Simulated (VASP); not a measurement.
MgGe3N:

```
Mg Ge N
1.0
     2.83599    1.63736    2.95568
    -2.83599    1.63736    2.95568
     0.00000   -3.27472    2.95568
Mg Ge N
1 3 1
Direct
  0.98146 0.98146 0.98146
  0.82886 0.41275 0.41275
  0.41275 0.82886 0.41275
  0.41275 0.41275 0.82886
  0.48914 0.48914 0.48914
```

The cell was generated, and may not be a known phase.

```yaml
Program: VASP 6.6.1
Task: relaxation of cell and atoms
Functional: PBE
Potentials_or_basis: VASP PAW PBE potentials, release 64 (Mg, Ge_d, N)
Cutoff: 600 eV
k_mesh: 4 × 4 × 4
Occupations: gaussian, width 0.2 eV
Spin: no spin polarisation
```

At the start: pressure 72.5 GPa; volume 16.47 Å³/atom.

Problem. How do energy, volume and symmetry change on relaxing?

Solution. Over 17 steps the energy falls by 2095.4 meV/atom and the volume is 20.42 Å³/atom (+24.0 %); space group R3m (No. 160, to 0.1 Å) before and after.

Step by step:
```csv
step,energy change (eV),largest force (eV/Å),pressure (GPa),volume (Å³)
1,0.0000,22.8702,72.55,82.35
2,-3.6342,12.0185,9.61,202.54
3,-7.4904,4.0106,0.64,175.25
4,-7.8703,2.9498,-1.01,168.58
5,-8.2041,3.2847,-3.42,156.79
6,-8.9391,0.8454,-7.24,115.95
7,-10.0750,1.0029,-2.22,98.28
8,-10.1497,1.0126,7.16,90.10
9,-10.2228,1.0057,1.40,94.20
10,-10.2318,1.0095,2.81,92.97
11,-10.2319,1.0086,2.68,93.19
12,-10.3499,0.5800,0.36,96.84
13,-10.3946,0.6092,-2.57,103.07
14,-10.4684,0.2494,-0.94,102.57
15,-10.4752,0.0480,-0.12,102.37
16,-10.4752,0.0631,-0.20,102.39
17,-10.4772,0.0480,-0.02,102.08
```

Final structure:
```
Mg Ge N
1.0
     3.03735    1.75362    3.19426
    -3.03735    1.75362    3.19426
     0.00000   -3.50724    3.19426
Mg Ge N
1 3 1
Direct
  0.96387 0.96387 0.96387
  0.88906 0.40110 0.40110
  0.40110 0.88906 0.40110
  0.40110 0.40110 0.88906
  0.46984 0.46984 0.46984
```

Caveat: the k points lie up to 0.34 Å⁻¹ apart in the final cell, too coarse for converged energies and pressures of a metal; the volume moved by over 15 % at a fixed basis, so the end points are rough; an odd number of electrons without spin polarisation forces a metal; a magnetic or distorted state may lie lower; the relaxation stopped at a loose force limit of 0.08 eV/Å, so its end isn't a converged minimum.
